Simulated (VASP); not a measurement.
## NaH: single point with HSE06

Crystal: NaH.

```
Na H
1.0
     3.31916    0.00000    0.00000
    -1.65958    2.87448    0.00000
     0.00000    0.00000    5.83095
Na H
2 2
Direct
  0.00000 0.00000 0.00000
  0.00000 0.00000 0.50000
  0.33333 0.66667 0.25000
  0.66667 0.33333 0.75000
```

* Program: VASP 6.6.1
* Task: single point
* Functional: HSE06
* Potentials or basis: VASP PAW PBE potentials, release 64 (Na_pv, H)
* Cutoff: 520 eV
* k mesh: 6 × 6 × 2
* Occupations: gaussian, width 0.01 eV
* Spin: no spin polarisation
* Dipole correction: no
* Grid for exact exchange (PRECFOCK): Normal
* Further INCAR settings: ALGO = Normal; EDIFF = 1e-06; NBANDS = 16
* Share of exact exchange: 0.25
* Screening parameter: 0.2079 1/Å

```yaml
Pressure: 0.2 GPa
Band_gap_on_the_k_mesh: 4.50 eV (least direct gap 5.70 eV)
```

Stress tensor (GPa, compression positive):
```
0.14 0.00 0.00
0.00 0.14 0.00
0.00 0.00 0.30
```

Levels at points of the mesh, in eV from the valence-band top:
```csv
k point,band 6,band 7,band 8,band 9,band 10,band 11
"(0.00, 0.00, 0.00)",-24.45,-3.94,-1.26,4.50,12.00,12.90
"(0.50, 0.00, 0.00)",-24.44,-0.83,-0.20,5.51,7.06,8.28
"(0.00, 0.00, 0.50)",-24.48,-2.90,-2.90,7.88,7.88,13.53
"(0.50, 0.00, 0.50)",-24.50,-0.47,-0.47,5.45,5.45,11.19
```

It took 10 min on 1 thread of AMD EPYC 7R13 Processor (Zen 3), on a shared host, peak memory 0.26 GiB.

Caveat: the k points lie up to 0.54 Å⁻¹ apart; the PAW data sets were made with another functional, which shifts forces and pressure a little. A k mesh can miss the band edges.
